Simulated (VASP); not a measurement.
# SrCl2 (I4/mmm) in VASP: notebook, part 3 of 3

VASP 6.6.1. The steps go on from the part before.

### Step 5. Single point, LDA (strain +0.040 along x and y, +0.000 along z)

INCAR reads:

```
SYSTEM = SrCl2
PREC = Accurate
ENCUT = 520
EDIFF = 1E-7
ISMEAR = 0
SIGMA = 0.05
LREAL = .False.
LASPH = .True.
NELM = 60
ALGO = Normal
ISIF = 2
LWAVE = .False.
LCHARG = .True.
GGA = CA
LELF = .True.
LVHAR = .True.
NBANDS = 19
```

KPOINTS reads:

```
Automatic mesh
0
Gamma
  6 6 6
  0 0 0
```

POSCAR reads:

```
SrCl2
1.0
    0.0000000000      3.6249200000      3.4855000000
    3.6249200000      0.0000000000      3.4855000000
    3.6249200000      3.6249200000      0.0000000000
Sr Cl
1 2
Direct
    0.0000000000      0.0000000000      0.0000000000
    0.2500000000      0.2500000000      0.2500000000
    0.7500000000      0.7500000000      0.7500000000
```

Potentials or basis: VASP PAW LDA potentials, release 64 (Sr_sv, Cl).

Launch:

```bash
> cat potpaw_LDA.64/Sr_sv/POTCAR potpaw_LDA.64/Cl/POTCAR > POTCAR
> mpirun -np 1 vasp_std > vasp.out
```

OUTCAR:

```text
SYSTEM = SrCl2
   PREC = Accurate
   ENCUT = 520
   EDIFF = 1E-7
   ISMEAR = 0
   LREAL = .False.
   LASPH = .True.
   NELM = 60
   ISIF = 2
   GGA = CA

 ion  position               nearest neighbor table
   1  0.000  0.000  0.000-   3 3.10   3 3.10   2 3.10   3 3.10   2 3.10   2 3.10   3 3.10   2 3.10

   2  0.250  0.250  0.250-   1 3.10   1 3.10   1 3.10   1 3.10
   3  0.750  0.750  0.750-   1 3.10   1 3.10   1 3.10   1 3.10

  LATTYP: Found a body centered tetragonal cell.
 ALAT       =     5.1264110265
 C/A-ratio  =     1.3598207331

  Lattice vectors:

 A1 = (   0.0000000000,  -3.6249200000,  -3.4855000000)
 A2 = (   0.0000000000,   3.6249200000,  -3.4855000000)
 A3 = (   3.6249200000,   0.0000000000,   3.4855000000)

Analysis of symmetry for initial positions (statically):
=====================================================================
 Subroutine PRICEL returns:
 Original cell was already a primitive cell.

 Routine SETGRP: Setting up the symmetry group for a
 body centered tetragonal supercell.

 Subroutine GETGRP returns: Found 16 space group operations
 (whereof 16 operations were pure point group operations)
 out of a pool of 16 trial point group operations.

The static configuration has the point symmetry D_4h.

Analysis of symmetry for dynamics (positions and initial velocities):
=====================================================================
 Subroutine PRICEL returns:
 Original cell was already a primitive cell.

 Routine SETGRP: Setting up the symmetry group for a
 body centered tetragonal supercell.

 Subroutine GETGRP returns: Found 16 space group operations
 (whereof 16 operations were pure point group operations)
 out of a pool of 16 trial point group operations.

The dynamic configuration has the point symmetry D_4h.

[... 110 lines left out ...]
   PSTRESS=    0.0 pullay stress
   NELECT =      24.0000    total number of electrons
   NUPDOWN=      -1.0000    fix difference up-down
   EMIN   =  10.00;   EMAX   =-10.00  energy-range for DOS
   EFERMI =   0.00;   METHOD = LEGACY
   ISMEAR =     0;   SIGMA  =   0.05  broadening in eV -4-tet -1-fermi 0-gaus
   EFERMI_NEDOS =   21; number of points for ismear=-14 and -15
   IALGO  =     38    algorithm
   IMIX   =      4    mixing-type and parameters
     AMIX     =   0.40;   BMIX     =  1.00
     AMIX_MAG =   1.60;   BMIX_MAG =  1.00
  volume/ion in A,a.u.               =      30.53       206.05
  Fermi-wavevector in a.u.,A,eV,Ry     =   1.047566  1.979612 14.930950  1.097394
  Thomas-Fermi vector in A             =   2.182451
   LORBIT       =      0    0 simple, 1 ext, 2 COOP (PROOUT), +10 PAW based schemes
   GGA     = CA    functional components
   LHFCALC =     F    Hartree Fock is set to
   AEXX    =    0.0000 exact exchange contribution
   IVDW    =     0    specifies the selected vdW correction
   LEPSILON=     F    determine dielectric tensor
   LRPA    =     F    only Hartree local field effects (RPA)
 non-spin polarized calculation
 Gauss-broadening in eV      SIGMA  =   0.05
  energy-cutoff  :      520.00
  volume of cell :       91.60
 maximum number of plane-waves:      2501
 NGX is ok and might be reduce to    40
   NGX = 19   NGY = 19   NGZ = 19

 number of electron      23.9999997 magnetization

 Free energy of the ion-electron system (eV)
  ---------------------------------------------------
  ext. energy  EPLUGINS =         0.00000000
  ---------------------------------------------------
  free energy    TOTEN  =       -13.85624148 eV

  energy without entropy =      -13.85624148  energy(sigma->0) =      -13.85624148

 E-fermi :  -0.1545     XC(G=0):  -8.4814

 val. band max:       -0.3625176429   @ k =   0.5000   0.5000   0.0000
 cond. band min:       4.0647023188   @ k =   0.0000   0.0000   0.0000
 fundamental gap:      4.4272199617
 Fermi energy:        -0.1545113482

 k-point     1 :       0.0000    0.0000    0.0000
  band No.  band energies     occupation
      1     -33.4688      2.00000
      2     -15.5430      2.00000
      3     -15.5323      2.00000
      4     -15.5323      2.00000
      5     -13.5290      2.00000
      6     -12.7879      2.00000
[... 505 lines left out ...]
      6     -12.9897      2.00000
[... 11 lines left out ...]
     18       7.6783      0.00000
     19       8.4989      0.00000

 [... further k-points ...]
[... 5 lines left out ...]
  --------------------------------------------------------------------------------------
  -------------------------------------------------------------------------------------
  Total       -3.0030188     -3.0030188     -2.0002267      0.0000000     -0.0000000      0.0000000
  in kB      -52.5262862    -52.5262862    -34.9862877      0.0000000     -0.0000000      0.0000000
  external PRESSURE =     -46.6796200 kB  Pullay stress =       0.0000000 kB

 VOLUME and BASIS-vectors are now :
 -----------------------------------------------------------------------------
  energy-cutoff  :      520.00
  volume of cell :       91.60
      direct lattice vectors                 reciprocal lattice vectors
     0.000000000  3.624920000  3.485500000    -0.137934079  0.137934079  0.143451442
     3.624920000  0.000000000  3.485500000     0.137934079 -0.137934079  0.143451442
     3.624920000  3.624920000  0.000000000     0.137934079  0.137934079 -0.143451442

 POSITION                                       TOTAL-FORCE (eV/Angst)
 -----------------------------------------------------------------------------------
      0.00000      0.00000      0.00000         0.000000     -0.000000      0.000000
      1.81246      1.81246      1.74275        -0.000000     -0.000000     -0.000000
      5.43738      5.43738      5.22825         0.000000      0.000000      0.000000
 -----------------------------------------------------------------------------------
    total drift:                               -0.000000     -0.000000      0.000000

  FREE ENERGIE OF THE ION-ELECTRON SYSTEM (eV)
  ---------------------------------------------------
  free  energy   TOTEN  =       -13.8562414803 eV

  energy  without entropy=      -13.8562414803  energy(sigma->0) =      -13.85624148
```

OSZICAR:

```text
N       E                     dE             d eps       ncg     rms          rms(c)
DAV:   1     0.140594007253E+03    0.14059E+03   -0.11239E+04  1140   0.112E+03
DAV:   2    -0.408070413362E+01   -0.14467E+03   -0.14012E+03  1497   0.222E+02
DAV:   3    -0.138914807371E+02   -0.98108E+01   -0.97732E+01  1482   0.566E+01
DAV:   4    -0.142122995830E+02   -0.32082E+00   -0.32027E+00  1858   0.916E+00
DAV:   5    -0.142162153136E+02   -0.39157E-02   -0.39154E-02  1573   0.957E-01    0.115E+01
DAV:   6    -0.138904787299E+02    0.32574E+00   -0.62820E-01  1300   0.419E+00    0.763E+00
DAV:   7    -0.138581765792E+02    0.32302E-01   -0.26399E-01  1504   0.305E+00    0.200E+00
DAV:   8    -0.138555948658E+02    0.25817E-02   -0.45090E-02  1288   0.111E+00    0.300E-01
DAV:   9    -0.138559655376E+02   -0.37067E-03   -0.15877E-03  1466   0.224E-01    0.108E-01
DAV:  10    -0.138562088515E+02   -0.24331E-03   -0.20531E-04  1244   0.835E-02    0.197E-02
DAV:  11    -0.138562371916E+02   -0.28340E-04   -0.16394E-05  1467   0.244E-02    0.239E-02
DAV:  12    -0.138562405315E+02   -0.33399E-05   -0.38675E-06  1389   0.903E-03    0.466E-03
DAV:  13    -0.138562414641E+02   -0.93264E-06   -0.76859E-07  1425   0.411E-03    0.190E-03
DAV:  14    -0.138562414803E+02   -0.16228E-07   -0.73754E-08  1159   0.155E-03
   1 F= -.13856241E+02 E0= -.13856241E+02  d E =-.397889E-11
```

stdout:

```text
POSCAR found type information on POSCAR SrCl
 POSCAR found :  2 types and       3 ions
 scaLAPACK will be used
 LDA part: xc-table for (Slater(with rela. corr.)+CA(PZ))
 , standard interpolation
 POSCAR, INCAR and KPOINTS ok, starting setup
 FFT: planning ... GRIDC
 FFT: planning ... GRID_SOFT
 FFT: planning ... GRID
 WAVECAR not read
 entering main loop
```

Wall time 1.7 min (1 thread of Intel Xeon 8259CL, shared host); peak memory 0.22 GiB.

What came out:

| Property | Result |
| --- | --- |
| Free energy | -13.8562 eV |
| Pressure | -4.7 GPa |
| Band gap on the k mesh | 4.43 eV (least direct gap 4.71 eV) |

Caveat: the cell differs from its parent crystal (strain +0.040 along x and y, +0.000 along z); the cell stands under tension. A k mesh can miss the band edges.

### Step 6. Single point, LDA (strain +0.080 along x and y, -0.040 along z)

INCAR reads:

```
SYSTEM = SrCl2
PREC = Accurate
ENCUT = 520
EDIFF = 1E-6
ISMEAR = 0
SIGMA = 0.05
LREAL = .FALSE.
LASPH = .TRUE.
NELM = 100
ALGO = Normal
ISIF = 2
LWAVE = .FALSE.
LCHARG = .FALSE.
NBANDS = 19
```

KPOINTS reads:

```
regular mesh
0
G
  6 6 6
  0 0 0
```

POSCAR reads:

```
SrCl2
1.0
    0.0000000000      3.7643400000      3.3460800000
    3.7643400000      0.0000000000      3.3460800000
    3.7643400000      3.7643400000      0.0000000000
Sr Cl
1 2
Direct
    0.0000000000      0.0000000000      0.0000000000
    0.2500000000      0.2500000000      0.2500000000
    0.7500000000      0.7500000000      0.7500000000
```

Potentials or basis: VASP PAW LDA potentials, release 64 (Sr_sv, Cl).

Launch:

```bash
> cat potpaw_LDA.64/Sr_sv/POTCAR potpaw_LDA.64/Cl/POTCAR > POTCAR
> mpirun -np 1 vasp_std > vasp.out
```

Run time: 98 s. Hardware: 1 thread of Intel Xeon 8259CL, shared host; peak memory 0.22 GiB.

It converged, with:

```yaml
Free_energy: -13.6507 eV
Pressure: -5.2 GPa
Band_gap_on_the_k_mesh: 3.80 eV (least direct gap 4.00 eV)
```

Stress tensor (GPa, compression positive):
```
-6.94  0.00  0.00
 0.00 -6.94  0.00
 0.00  0.00 -1.72
```

Levels at points of the mesh, in eV from the valence-band top:
```tsv
k point	band 8	band 9	band 10	band 11	band 12	band 13	band 14	band 15	band 16	band 17
(0.00, 0.00, 0.00)	-2.20	-2.20	-1.07	-1.07	-0.20	3.80	4.94	5.77	7.83	7.85
(0.50, 0.00, 0.00)	-1.90	-1.69	-1.69	-1.49	-1.37	5.70	5.84	6.20	6.65	7.14
(0.50, 0.50, 0.00)	-2.22	-2.22	-0.96	-0.96	0.00	4.57	6.42	6.52	7.23	7.23
(0.50, 0.00, 0.50)	-2.41	-1.97	-1.19	-0.66	-0.24	4.61	5.73	6.56	6.67	6.91
```

Caveat: the cell differs from its parent crystal (strain +0.080 along x and y, -0.040 along z); the stress differs along the axes, from -7 to -2 GPa. A k mesh can miss the band edges.

### Step 7. Overview

```tsv
cell	gap on the mesh (eV)	pressure (GPa)
a = 4.933, b = 4.933, c = 5.126 Å, angles 58.7, 58.7, 62.6°, 3 atoms	4.28	-3.7
a = 4.945, b = 4.945, c = 5.324 Å, angles 57.4, 57.4, 65.1°, 3 atoms	3.52	-4.2
a = 5.130, b = 5.130, c = 4.929 Å, angles 61.3, 61.3, 57.4°, 3 atoms	4.32	-4.6
a = 5.029, b = 5.029, c = 5.126 Å, angles 59.4, 59.4, 61.3°, 3 atoms	4.43	-4.7
a = 5.037, b = 5.037, c = 5.324 Å, angles 58.1, 58.1, 63.8°, 3 atoms	3.80	-5.2
```

Alike in all rows: task single point; level LDA; potentials or basis VASP PAW LDA potentials, release 64 (Sr_sv, Cl); no spin polarisation; k mesh 6 × 6 × 6; cutoff (eV) 520; smearing gaussian 0.05 eV.

Caveats: the cell stands under tension (at least some runs); the stress differs along the axes, from -7 to 1 GPa (at least some runs); the stress differs along the axes, from -7 to -2 GPa (at least some runs).

Absolute energies hang on the potentials; compare differences alone.
